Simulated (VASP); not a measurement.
# Mg (Fd-3m) in VASP: single point with PBE

Aim: the single point of Mg with PBE.

Program: VASP 6.6.1. These are calculated values, not measurements. Logs are shortened: lines on timing, memory, paths and dates and some standing lists are left out, and cuts for length are marked.

### 1 The cell of the first run

Symmetry: Fd-3m, No. 227, cubic system. Conventional cell: a = 6.872 Å, b = 6.872 Å, c = 6.872 Å, α = 90.00°, β = 90.00°, γ = 90.00°. Within 3.9 Å of Mg (site symmetry -43m) lie 4 Mg at 2.98 Å.

### 2 Single point, PBE

The input, INCAR:

```
ALGO = Normal
EDIFF = 1E-7
ENCUT = 520
GGA = PE
ISIF = 2
ISMEAR = -1
LASPH = True
LCHARG = True
LELF = True
LREAL = False
LVHAR = True
LWAVE = False
NBANDS = 9
NELM = 100
PREC = Accurate
SIGMA = 0.13605693000000002
```

The input, KPOINTS:

```
k-points
0
Gamma
  8 8 8
```

The input, POSCAR:

```
Mg
1.0
    0.0000000000      3.4360071755      3.4360071755
    3.4360071755      0.0000000000      3.4360071755
    3.4360071755      3.4360071755      0.0000000000
Mg
2
Direct
    0.0000000000      0.0000000000      0.0000000000
    0.2500000000      0.2500000000      0.2500000000
```

Potentials or basis: VASP PAW PBE potentials, release 64 (Mg).

Run with:

```
cat potpaw_PBE.64/Mg/POTCAR > POTCAR
mpirun -np 1 vasp_std > vasp.out
```

OUTCAR:

```text
EDIFF = 1E-7
   ENCUT = 520
   GGA = PE
   ISIF = 2
   ISMEAR = -1
   LASPH = True
   LREAL = False
   NELM = 100
   PREC = Accurate

 ion  position               nearest neighbor table
   1  0.000  0.000  0.000-   2 2.98   2 2.98   2 2.98   2 2.98
   2  0.250  0.250  0.250-   1 2.98   1 2.98   1 2.98   1 2.98

  LATTYP: Found a face centered cubic cell.
 ALAT       =     6.8720143510

  Lattice vectors:

 A1 = (   0.0000000000,   3.4360071755,   3.4360071755)
 A2 = (   3.4360071755,   0.0000000000,   3.4360071755)
 A3 = (   3.4360071755,   3.4360071755,   0.0000000000)

Analysis of symmetry for initial positions (statically):
=====================================================================
 Subroutine PRICEL returns:
 Original cell was already a primitive cell.

 Routine SETGRP: Setting up the symmetry group for a
 face centered cubic supercell.

 Subroutine GETGRP returns: Found 48 space group operations
 (whereof 24 operations were pure point group operations)
 out of a pool of 48 trial point group operations.

The static configuration has the point symmetry T_d .
 The point group associated with its full space group is O_h .

Analysis of symmetry for dynamics (positions and initial velocities):
=====================================================================
 Subroutine PRICEL returns:
 Original cell was already a primitive cell.

 Routine SETGRP: Setting up the symmetry group for a
 face centered cubic supercell.

 Subroutine GETGRP returns: Found 48 space group operations
 (whereof 24 operations were pure point group operations)
 out of a pool of 48 trial point group operations.

The dynamic configuration has the point symmetry T_d .
 The point group associated with its full space group is O_h .

 Subroutine INISYM returns: Found 48 space group operations
 (whereof 24 operations are pure point group operations),
 and found     1 'primitive' translations

----------------------------------------------------------------------------------------

                                     Primitive cell

  volume of cell :      81.1320

  direct lattice vectors                    reciprocal lattice vectors
     0.000000000  3.436007175  3.436007175    -0.145517740  0.145517740  0.145517740
     3.436007175  0.000000000  3.436007175     0.145517740 -0.145517740  0.145517740
     3.436007175  3.436007175  0.000000000     0.145517740  0.145517740 -0.145517740
[... 87 lines left out ...]
   NSW    =      0    number of steps for IOM
   IBRION =     -1    ionic relax: 0-MD 1-quasi-New 2-CG
   NFREE  =      0    steps in history (QN), initial steepest desc. (CG)
   ISIF   =      2    stress and relaxation
   ISYM   =      2    0-nonsym 1-usesym 2-fastsym
   POTIM  = 0.5000    time-step for ionic-motion
   TEBEG  =    0.0;   TEEND  =   0.0 temperature during run
   PSTRESS=    0.0 pullay stress
   NELECT =       4.0000    total number of electrons
   NUPDOWN=      -1.0000    fix difference up-down
   EMIN   =  10.00;   EMAX   =-10.00  energy-range for DOS
   EFERMI =   0.00;   METHOD = LEGACY
   ISMEAR =    -1;   SIGMA  =   0.14  broadening in eV -4-tet -1-fermi 0-gaus
   EFERMI_NEDOS =   21; number of points for ismear=-14 and -15
   IALGO  =     38    algorithm
   IMIX   =      4    mixing-type and parameters
     AMIX     =   0.40;   BMIX     =  1.00
     AMIX_MAG =   1.60;   BMIX_MAG =  1.00
  volume/ion in A,a.u.               =      40.57       273.75
  Fermi-wavevector in a.u.,A,eV,Ry     =   0.600294  1.134391  4.902901  0.360353
  Thomas-Fermi vector in A             =   1.652099
   LORBIT       =      0    0 simple, 1 ext, 2 COOP (PROOUT), +10 PAW based schemes
   GGA     = PE    functional components
   LHFCALC =     F    Hartree Fock is set to
   AEXX    =    0.0000 exact exchange contribution
   IVDW    =     0    specifies the selected vdW correction
   LEPSILON=     F    determine dielectric tensor
   LRPA    =     F    only Hartree local field effects (RPA)
 non-spin polarized calculation
  energy-cutoff  :      520.00
  volume of cell :       81.13
 maximum number of plane-waves:      2208
   NGX = 19   NGY = 19   NGZ = 19

 number of electron       4.0000000 magnetization

 Free energy of the ion-electron system (eV)
  ---------------------------------------------------
  ext. energy  EPLUGINS =         0.00000000
  ---------------------------------------------------
  free energy    TOTEN  =        -1.50440334 eV

  energy without entropy =       -1.42636207  energy(sigma->0) =       -1.46538271

 E-fermi :   0.0972     XC(G=0):  -6.6624

 val. band max:        0.0928636815   @ k =  -0.3750   0.2500   0.0000
 cond. band min:       0.1868156995   @ k =  -0.2500   0.2500   0.0000
 fundamental gap:      0.0939520179
 Fermi energy:         0.0972445384

 k-point     1 :       0.0000    0.0000    0.0000
  band No.  band energies     occupation
      1      -4.8389      2.00000
      2       3.2517      0.00000
      3       3.2517      0.00000
      4       3.2517      0.00000
      5       4.3181      0.00000
      6       4.3181      0.00000
      7       4.3181      0.00000
      8       5.7776      0.00000
      9       6.8174      0.00000
[... 265 lines left out ...]
 k-point    24 :      -0.3750    0.2500    0.1250
  band No.  band energies     occupation
      1      -2.7512      2.00000
      2      -1.5389      1.99999
      3       0.6040      0.04712
      4       1.4416      0.00010
      5       4.2780      0.00000
      6       4.5884      0.00000
      7       6.4973      0.00000
      8       7.1965      0.00000
      9       7.4125      0.00000

 [... further k-points ...]

------------------------ aborting loop because EDIFF is reached ----------------------------------------

  FORCE on cell =-STRESS in cart. coord.  units (eV):
  Direction    XX          YY          ZZ          XY          YZ          ZX
  --------------------------------------------------------------------------------------
  -------------------------------------------------------------------------------------
  Total       -0.0144981     -0.0144981     -0.0144981     -0.0000000      0.0000000      0.0000000
  in kB       -0.2863059     -0.2863059     -0.2863059     -0.0000000      0.0000000      0.0000000
  external PRESSURE =      -0.2863059 kB  Pullay stress =       0.0000000 kB

 VOLUME and BASIS-vectors are now :
 -----------------------------------------------------------------------------
  energy-cutoff  :      520.00
  volume of cell :       81.13
      direct lattice vectors                 reciprocal lattice vectors
     0.000000000  3.436007175  3.436007175    -0.145517740  0.145517740  0.145517740
     3.436007175  0.000000000  3.436007175     0.145517740 -0.145517740  0.145517740
     3.436007175  3.436007175  0.000000000     0.145517740  0.145517740 -0.145517740

 POSITION                                       TOTAL-FORCE (eV/Angst)
 -----------------------------------------------------------------------------------
      0.00000      0.00000      0.00000        -0.000000     -0.000000     -0.000000
      1.71800      1.71800      1.71800         0.000000      0.000000      0.000000
 -----------------------------------------------------------------------------------
    total drift:                                0.000000      0.000000     -0.000000

  FREE ENERGIE OF THE ION-ELECTRON SYSTEM (eV)
  ---------------------------------------------------
  free  energy   TOTEN  =        -1.5044033419 eV

  energy  without entropy=       -1.4263620718  energy(sigma->0) =       -1.46538271
```

Wall time 8.8 s (1 thread of Intel Xeon 6975P-C (Granite Rapids), shared host); peak memory 0.2 GiB.

Results:

* Free energy: -1.5044 eV
* Pressure: 0.0 GPa
* Band gap on the k mesh: zero (band 2 reaches 3.25 eV, above the bottom of band 3 at -0.30 eV)

Levels at points of the mesh, in eV from the Fermi level:
```csv
k point,band 1,band 2,band 3,band 4,band 5
"(0.00, 0.00, 0.00)",-4.94,3.15,3.15,3.15,4.22
"(0.50, 0.00, 0.00)",-3.22,-1.90,2.30,2.30,3.78
"(0.50, 0.50, 0.00)",-2.06,-2.06,0.95,0.95,2.43
```
